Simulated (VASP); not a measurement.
# Cu in VASP: a series of runs

Cu is run at these levels: PBE; tasks: single point.

Program: VASP 6.6.1. These are calculated values, not measurements. Logs are shortened: lines on timing, memory, paths and dates and some standing lists are left out, and cuts for length are marked.

## 1. The cell of the first run

The typed cell holds 3 atoms: a = 4.417 Å, b = 6.247 Å, c = 2.561 Å, α = 89.96°, β = 149.74°, γ = 90.00°.

## 2. Single point, PBE

File INCAR:

```
PREC = Accurate
ENCUT = 520
EDIFF = 1E-7
ISMEAR = 0
SIGMA = 0.1
LREAL = False
LASPH = True
NELM = 80
ALGO = Fast
ISIF = 2
LWAVE = False
LCHARG = False
GGA = PE
ISYM = 0
NBANDS = 24
```

File KPOINTS:

```
regular mesh
0
Gamma
  8 6 26
```

File POSCAR:

```
Cu
1.0
    4.4172653434      0.0000019484     -0.0060953580
    0.0000027554      6.2469612281      0.0039936362
   -2.2104170985      0.0008257354      1.2937023173
Cu
3
Direct
    0.0000000000      0.0000000000      0.0000000000
    0.3333333333      0.6666666667      0.0000000000
    0.6666666667      0.3333333333      0.0000000000
```

Potentials or basis: VASP PAW PBE potentials, release 64 (Cu).

On the command line:

```bash
$ cat potpaw_PBE.64/Cu/POTCAR > POTCAR
$ mpirun -np 1 vasp_std > vasp.out
```

OUTCAR:

```text
PREC = Accurate
   ENCUT = 520
   EDIFF = 1E-7
   ISMEAR = 0
   LREAL = False
   LASPH = True
   NELM = 80
   ISIF = 2
   GGA = PE
   ISYM = 0

 ion  position               nearest neighbor table
   1  0.000  0.000  0.000-   2 2.55   3 2.55   2 2.56   3 2.56   3 2.56   2 2.56
   2  0.333  0.667  0.000-   1 2.55   3 2.55   1 2.56   3 2.56   1 2.56   3 2.56
   3  0.667  0.333  0.000-   1 2.55   2 2.55   1 2.56   2 2.56   1 2.56   2 2.56

IMPORTANT INFORMATION: All symmetrisations will be switched off!
NOSYMM: (Re-)initialisation of all symmetry stuff for point group C_1.

----------------------------------------------------------------------------------------

                                     Primitive cell

  volume of cell :      35.6149

  direct lattice vectors                    reciprocal lattice vectors
     4.417265343  0.000001948 -0.006095358     0.226919413 -0.000247963  0.387714197
     0.000002755  6.246961228  0.003993636    -0.000000212  0.160077896 -0.000102536
    -2.210417098  0.000825735  1.293702317     0.001069145 -0.000495326  0.774802405

  length of vectors
     4.417269549  6.246962505  2.561173582     0.449237999  0.160077929  0.774803301

  position of ions in fractional coordinates (direct lattice)
     0.000000000  0.000000000  0.000000000
     0.333333333  0.666666667  1.000000000
     0.666666667  0.333333333  1.000000000

  ion indices of the primitive-cell ions
   primitive index   ion index
                 1           1
                 2           2
                 3           3

----------------------------------------------------------------------------------------

 KPOINTS: regular mesh

Automatic generation of k-mesh.
 Grid dimensions read from file:
 generate k-points for:    8    6   26

 Generating k-lattice:

  Cartesian coordinates                     Fractional coordinates (reciprocal lattice)
     0.028364927 -0.000030995  0.048464275     0.125000000 -0.000000000  0.000000000
    -0.000000035  0.026679649 -0.000017089    -0.000000000  0.166666667  0.000000000
     0.000041121 -0.000019051  0.029800092     0.000000000 -0.000000000  0.038461538

  Length of vectors
     0.056154750  0.026679655  0.029800127

  Shift w.r.t. Gamma in fractional coordinates (k-lattice)
     0.000000000  0.000000000  0.000000000

 Subroutine IBZKPT returns following result:
 ===========================================

 Found    628 irreducible k-points:

 Following reciprocal coordinates:
            Coordinates               Weight
  0.000000  0.000000  0.000000      1.000000
[... 43 lines left out ...]
   LREAL  =      F    real-space projection
   EDIFFG = 0.1E-05   stopping-criterion for IOM
   NSW    =      0    number of steps for IOM
   IBRION =     -1    ionic relax: 0-MD 1-quasi-New 2-CG
   NFREE  =      0    steps in history (QN), initial steepest desc. (CG)
   ISIF   =      2    stress and relaxation
   ISYM   =      0    0-nonsym 1-usesym 2-fastsym
   POTIM  = 0.5000    time-step for ionic-motion
   TEBEG  =    0.0;   TEEND  =   0.0 temperature during run
   PSTRESS=    0.0 pullay stress
   NELECT =      33.0000    total number of electrons
   NUPDOWN=      -1.0000    fix difference up-down
   EMIN   =  10.00;   EMAX   =-10.00  energy-range for DOS
   EFERMI =   0.00;   METHOD = LEGACY
   ISMEAR =     0;   SIGMA  =   0.10  broadening in eV -4-tet -1-fermi 0-gaus
   EFERMI_NEDOS =   21; number of points for ismear=-14 and -15
   IALGO  =     68    algorithm
   IMIX   =      4    mixing-type and parameters
     AMIX     =   0.40;   BMIX     =  1.00
     AMIX_MAG =   1.60;   BMIX_MAG =  1.00
  volume/ion in A,a.u.               =      11.87        80.11
  Fermi-wavevector in a.u.,A,eV,Ry     =   1.596010  3.016022 34.657426  2.547249
  Thomas-Fermi vector in A             =   2.693840
   LORBIT       =      0    0 simple, 1 ext, 2 COOP (PROOUT), +10 PAW based schemes
   GGA     = PE    functional components
   LHFCALC =     F    Hartree Fock is set to
   AEXX    =    0.0000 exact exchange contribution
   IVDW    =     0    specifies the selected vdW correction
   LEPSILON=     F    determine dielectric tensor
   LRPA    =     F    only Hartree local field effects (RPA)
 non-spin polarized calculation
 RMM-DIIS sequential band-by-band and
 Gauss-broadening in eV      SIGMA  =   0.10
  energy-cutoff  :      520.00
  volume of cell :       35.61
 maximum number of plane-waves:       976
 NGX is ok and might be reduce to    36
   NGX = 17   NGY = 23   NGZ =  9

 number of electron      32.9999996 magnetization

 Free energy of the ion-electron system (eV)
  ---------------------------------------------------
  ext. energy  EPLUGINS =         0.00000000
  ---------------------------------------------------
  free energy    TOTEN  =       -11.18262860 eV

  energy without entropy =      -11.17788485  energy(sigma->0) =      -11.18025672

 E-fermi :   7.5199     XC(G=0): -12.6960

 val. band max:        7.5181012712   @ k =   0.3750   0.0000   0.2692
 cond. band min:       7.5199936861   @ k =   0.2500  -0.1667   0.2308
 fundamental gap:      0.0018924149
 Fermi energy:         7.5199100469

 k-point     1 :       0.0000    0.0000    0.0000
  band No.  band energies     occupation
      1      -1.7905      2.00000
      2       1.5896      2.00000
      3       1.5897      2.00000
      4       4.4666      2.00000
      5       4.5257      2.00000
      6       4.5263      2.00000
[... 637 lines left out ...]
     23      24.5434      0.00000
     24      24.5945      0.00000

 [... further k-points ...]

------------------------ aborting loop because EDIFF is reached ----------------------------------------

  FORCE on cell =-STRESS in cart. coord.  units (eV):
  Direction    XX          YY          ZZ          XY          YZ          ZX
  --------------------------------------------------------------------------------------
  -------------------------------------------------------------------------------------
  Total        0.4146360      0.4540177      0.1130040     -0.0667903      0.0032090     -0.0012656
  in kB       18.6528960     20.4245283      5.0836212     -3.0046396      0.1443606     -0.0569352
  external PRESSURE =      14.7203485 kB  Pullay stress =       0.0000000 kB

 VOLUME and BASIS-vectors are now :
 -----------------------------------------------------------------------------
  energy-cutoff  :      520.00
  volume of cell :       35.61
      direct lattice vectors                 reciprocal lattice vectors
     4.417265343  0.000001948 -0.006095358     0.226919413 -0.000247963  0.387714197
     0.000002755  6.246961228  0.003993636    -0.000000212  0.160077896 -0.000102536
    -2.210417098  0.000825735  1.293702317     0.001069145 -0.000495326  0.774802405

 POSITION                                       TOTAL-FORCE (eV/Angst)
 -----------------------------------------------------------------------------------
      0.00000      0.00000      0.00000         0.000000     -0.000002     -0.000000
      1.47242      4.16464      0.00063        -0.000000      0.000005      0.000000
      2.94484      2.08232     -0.00273        -0.000000     -0.000003     -0.000000
 -----------------------------------------------------------------------------------
    total drift:                                0.000000     -0.000001     -0.000001

  FREE ENERGIE OF THE ION-ELECTRON SYSTEM (eV)
  ---------------------------------------------------
  free  energy   TOTEN  =       -11.1826285965 eV

  energy  without entropy=      -11.1778848488  energy(sigma->0) =      -11.18025672
```

Wall time 5.1 min (1 thread of Intel Xeon 6975P-C (Granite Rapids), shared host); peak memory 0.5 GiB.

Results:

* Free energy: -11.1826 eV
* Pressure: 1.5 GPa
* Band gap on the k mesh: zero (an odd number of electrons rules out a gap without spin polarisation)

## 3. Single point, PBE

File INCAR:

```
PREC     = Accurate       # precision mode
ENCUT    = 520            # plane-wave cutoff, eV
EDIFF    = 1E-7           # SCF threshold, eV
ISMEAR   = 0              # smearing method
SIGMA    = 0.1            # smearing width, eV
LREAL    = F              # projectors in reciprocal space
LASPH    = T              # aspherical terms in the spheres
NELM     = 80             # most SCF steps
ALGO     = Fast           # electronic algorithm
ISIF     = 2              # what is computed and relaxed
LWAVE    = F              # write WAVECAR
LCHARG   = T              # write CHGCAR
GGA      = PE             # functional
LELF     = T              # ELF
LVHAR    = T            
ISYM     = 0            
NBANDS   = 24             # bands
```

KPOINTS is that of step 2.

File POSCAR:

```
Cu
1.0
    4.4172695489      0.0000000000      0.0000000000
    0.0000000000      6.2469625047      0.0000000000
   -2.2086347745      0.0000000000      1.2931633619
Cu
3
Direct
    0.0000000000      0.0000000000      0.0000000000
    0.3333333333      0.6666666667      0.0000000000
    0.6666666667      0.3333333333      0.0000000000
```

Potentials or basis: VASP PAW PBE potentials, release 64 (Cu).

On the command line:

```bash
$ cat potpaw_PBE.64/Cu/POTCAR > POTCAR
$ mpirun -np 1 vasp_std > vasp.out
```

Run time: 5.2 min. Hardware: 1 thread of Intel Xeon 6975P-C (Granite Rapids), shared host; peak memory 0.5 GiB.

It converged, with:

| Property | Result |
| --- | --- |
| Free energy | -11.1828 eV |
| Pressure | 1.2 GPa |
| Band gap on the k mesh | zero (an odd number of electrons rules out a gap without spin polarisation) |

Stress tensor (GPa, compression positive):
```
 1.66 -0.35 -0.15
-0.35  1.85 -0.01
-0.15 -0.01  0.07
```

Levels at points of the mesh, in eV from the Fermi level:
| k point | band 14 | band 15 | band 16 | band 17 | band 18 | band 19 | band 20 | band 21 |
| --- | --- | --- | --- | --- | --- | --- | --- | --- |
| (0.00, 0.00, 0.00) | -2.18 | -1.91 | -1.91 | -1.89 | -1.89 | 8.71 | 8.71 | 21.55 |
| (0.50, 0.00, 0.00) | -1.50 | -1.48 | 0.42 | 0.42 | 1.46 | 4.92 | 4.92 | 7.01 |
| (0.00, 0.50, 0.00) | -2.21 | -2.21 | -1.63 | -1.62 | -0.92 | 3.82 | 16.79 | 16.79 |
| (0.50, 0.50, 0.00) | -1.58 | -1.58 | -1.04 | 1.15 | 1.15 | 3.63 | 8.91 | 8.91 |
| (0.00, 0.00, 0.50) | -1.49 | -1.49 | 0.52 | 0.52 | 1.60 | 5.10 | 5.10 | 7.19 |
| (0.50, 0.00, 0.50) | -1.50 | -1.48 | 0.42 | 0.42 | 1.46 | 4.92 | 4.92 | 7.01 |
| (0.00, 0.50, 0.50) | -1.56 | -1.56 | -0.92 | 1.28 | 1.28 | 3.82 | 9.07 | 9.07 |
| (0.50, 0.50, 0.50) | -1.58 | -1.58 | -1.04 | 1.15 | 1.15 | 3.63 | 8.91 | 8.91 |
